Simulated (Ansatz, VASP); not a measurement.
**One calculation of ZrAl3N4, two programs**

The input INCAR:

```
SYSTEM = ZrAl3N4
ALGO = Normal
EDIFF = 1E-7
EDIFFG = -0.04
ENCUT = 600
GGA = PE
IBRION = 2
ISIF = 3
ISMEAR = 0
LASPH = .True.
LCHARG = .False.
LREAL = .False.
LWAVE = .False.
NELM = 60
NSW = 90
PREC = Accurate
SIGMA = 0.1
```

Contents of KPOINTS:

```
k-points
0
Gamma
  4 4 4
  0 0 0
```

File POSCAR:

```
ZrAl3N4
1.0
    4.7163717700      0.0000000000      0.0000000000
    0.0000000000      4.7163717700      0.0000000000
    0.0000000000      0.0000000000      4.7163717700
Zr Al N
1 3 4
Direct
    0.5000000000      0.5000000000      0.5000000000
    0.0000000000      0.5000000000      0.0000000000
    0.5000000000      0.0000000000      0.0000000000
    0.0000000000      0.0000000000      0.5000000000
    0.0000000000      0.0000000000      0.0000000000
    0.5000000000      0.0000000000      0.5000000000
    0.0000000000      0.5000000000      0.5000000000
    0.5000000000      0.5000000000      0.0000000000
```

Input for Ansatz:

```yaml
crystal:
  lattice:
    - [4.71637177, 0.0, 0.0]
    - [0.0, 4.71637177, 0.0]
    - [0.0, 0.0, 4.71637177]
  atoms:
    - { symbol: Zr, position: [0.5, 0.5, 0.5] }
    - { symbol: Al, position: [0.0, 0.5, 0.0] }
    - { symbol: Al, position: [0.5, 0.0, 0.0] }
    - { symbol: Al, position: [0.0, 0.0, 0.5] }
    - { symbol: "N", position: [0.0, 0.0, 0.0] }
    - { symbol: "N", position: [0.5, 0.0, 0.5] }
    - { symbol: "N", position: [0.0, 0.5, 0.5] }
    - { symbol: "N", position: [0.5, 0.5, 0.0] }
basis:
  ecutwfc: 420
kpoints:
  mp_grid: { grid: [4, 4, 4] }
hamiltonian:
  xc: pbe
scf:
  occupations: { method: gaussian, width: 0.1 }
  lower_state_search: "off"
output:
  forces: true
  stress: true
  eigenvalues: true
relax:
  adjacent_minimum: "off"
  f_tol: 0.04
  max_steps: 70
  cell: { stress_tol: 0.4 }
```

Alike in both runs: task relaxation of cell and atoms; functional PBE; k mesh 4 × 4 × 4; occupations gaussian, width 0.1 eV; no spin polarisation.

|  | VASP | Ansatz |
| --- | --- | --- |
| version | VASP 6.6.1 | Ansatz 0.2.0 |
| potentials or method | VASP PAW PBE potentials, release 64 (Zr_sv, Al, N), cutoff 600 eV | scalar-relativistic, plane waves, PAW |
| valence electrons in the cell | 41 | 41 |

VASP gave:

| Quantity | Value |
| --- | --- |
| gap on the k mesh at the Fermi level, each at its own relaxed structure (eV) | none |
| relaxed volume (Å³/atom) | 9.90 |
| relaxed cell length with the largest relative difference (Å) | 4.294 |

Question: Estimate Ansatz's values.

Answer: gap on the k mesh at the Fermi level, each at its own relaxed structure (eV): none; relaxed volume (Å³/atom): 9.92; relaxed cell length with the largest relative difference (Å): 4.298.

A gap of «none» marks a metal or a gap that the smearing closes.

Noted on VASP's run: the volume moved by over 15 % at a fixed basis, so the end points are rough; too few bands were computed for a metal, which touches its energy and stress.
